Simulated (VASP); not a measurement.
Write the native input for VASP 6.6.1 that does the following.

- Task: relaxation of cell and atoms
- Functional: PBE
- Potentials or basis: VASP PAW PBE potentials, release 64 (Be)
- Cutoff: 600 eV
- k mesh: 12 × 12 × 6
- Occupations: gaussian, width 0.1 eV
- Spin: no spin polarisation
- Target pressure: 94.7 GPa
- Dipole correction: no
- Further INCAR settings: ALGO = Fast; EDIFF = 1e-06; IBRION = 2; EDIFFG = -0.05; NSW = 80; ISIF = 3

The structure of Be lies in POSCAR:

```
Be
1.0
    1.9748631120      0.0000000000      0.0000000000
   -0.9874315560      1.7102816240      0.0000000000
    0.0000000000      0.0000000000      3.1420012881
Be
2
Direct
    0.3333333333      0.6666666667      0.2500000000
    0.6666666667      0.3333333333      0.7500000000
```

One way to write it, as run:

INCAR

```
SYSTEM = Be
  PREC = Accurate
  ENCUT = 600
  EDIFF = 1E-6
  ISMEAR = 0
  SIGMA = 0.1
  LREAL = .False.
  LASPH = .True.
  NELM = 100
  ALGO = Fast
  ISIF = 3
  LWAVE = .False.
  LCHARG = .False.
  GGA = PE
  IBRION = 2
  NSW = 80
  EDIFFG = -0.05
  PSTRESS = 947.0
```

KPOINTS

```
Automatic mesh
0
Gamma
  12 12 6
  0 0 0
```

Potentials or basis: VASP PAW PBE potentials, release 64 (Be).

Command:

```bash
$ cat potpaw_PBE.64/Be/POTCAR > POTCAR
$ mpirun -np 1 vasp_std > vasp.out
```

Results of the run:

| Quantity | Value |
| --- | --- |
| Relaxed volume | 5.32 Å³/atom |
| Relaxed cell | a = 1.974 Å, b = 1.974 Å, c = 3.153 Å, α = 90.00°, β = 90.00°, γ = 120.00° |
| Space group after relaxing (to 0.05 Å) | P6_3/mmc (No. 194) |
| Energy change on relaxing (the enthalpy is what falls) | -7.6 meV/atom |
| Ionic steps | 2 |
| Pressure after relaxing | 94.2 GPa |
| Band gap on the k mesh | zero (band 2 reaches 11.71 eV, above the bottom of band 3 at 9.36 eV) |

Caveat: the cell is relaxed towards a set pressure, so the enthalpy falls and the energy may rise.

Wall time 4.3 s on 1 thread of Intel(R) Xeon(R) Platinum 8488C (Sapphire Rapids), on a shared host, peak memory 0.11 GiB.
